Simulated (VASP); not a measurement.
A run of VASP 6.6.1 is set up as follows.

File INCAR:

```
  ALGO = Fast
  EDIFF = 1E-7
  ENCUT = 520
  GGA = PE
  ISIF = 2
  ISMEAR = 0
  LASPH = True
  LCHARG = False
  LREAL = False
  LWAVE = False
  NBANDS = 31
  NELM = 80
  PREC = Accurate
  SIGMA = 0.2
```

Contents of KPOINTS:

```
k-points
0
Gamma
  4 6 6
```

The input POSCAR:

```
SrC8
1.0
    0.0118171122      0.0113881234      4.8995447400
    4.9937464699     -0.0002528957      0.0125090944
   -2.4970981066      4.3246747582      0.0039085258
Sr C
1 8
Direct
    0.4998756456     -0.0000737992     -0.0000261407
   -0.0001590371      0.1672740189      0.3345104885
    1.0001795361      0.8327705275      0.1671944453
   -0.0002499857      0.3344728365      0.1672759141
    0.0002844805      0.6655251894      0.8327177930
   -0.0001536688      0.1672546581      0.8327978681
    0.0002028826      0.8327855627      0.6655328365
    0.9999181398      0.3333258802      0.6666745397
    0.0001020071      0.6666651258      0.3333222556
```

Potentials or basis: VASP PAW PBE potentials, release 64 (Sr_sv, C).

Run with:

```bash
$ cat potpaw_PBE.64/Sr_sv/POTCAR potpaw_PBE.64/C/POTCAR > POTCAR
$ mpirun -np 1 vasp_std > vasp.out
```

(1) Estimate the band gap on the k mesh.

(2) Predict the pressure.

(3) What does it give for the largest force?

## Answers

(1) zero (bands 21 and 22 overlap by 1.61 eV).

(2) 0.5 GPa.

(3) 0.013 eV/Å.
